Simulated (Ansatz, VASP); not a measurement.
MgO: VASP beside Ansatz

```
Mg O
1.0
     0.00000    2.09700    2.09700
     2.09700    0.00000    2.09700
     2.09700    2.09700    0.00000
Mg O
1 1
Direct
  0.00000 0.00000 0.00000
  0.50000 0.50000 0.50000
```

Alike in both runs: functional r2SCANh; k mesh 6 × 6 × 6; occupations fermi-dirac, width 0.05 eV; no spin polarisation.

```csv
,VASP,Ansatz
version,VASP 6.6.1,Ansatz 0.2.0
potentials or method,"VASP PAW PBE potentials, release 64 (Mg, O)",Ansatz PAW
plane-wave cutoff (eV),520,500
valence electrons in the cell,8,16
task,single point,band structure
```

Ansatz gave:

```
gap on the k mesh at the Fermi level (eV) : 6.63
least direct gap on the mesh (eV)         : 6.63
pressure (GPa)                            : -0.2
```

Question: What did VASP give for the same quantities?

Answer: gap on the k mesh at the Fermi level (eV): 6.61; least direct gap on the mesh (eV): 6.61; pressure (GPa): -1.1.

VASP's potentials were made for PBE, not for r2SCANh. The functional is the same, so the differences come from potentials, cutoffs and numerics. VASP's potentials hold 8 valence electrons a cell and Ansatz's 16, so a difference there can come from the potentials and not from the codes.

The k mesh is coarse, so the values compare programs but aren't converged.
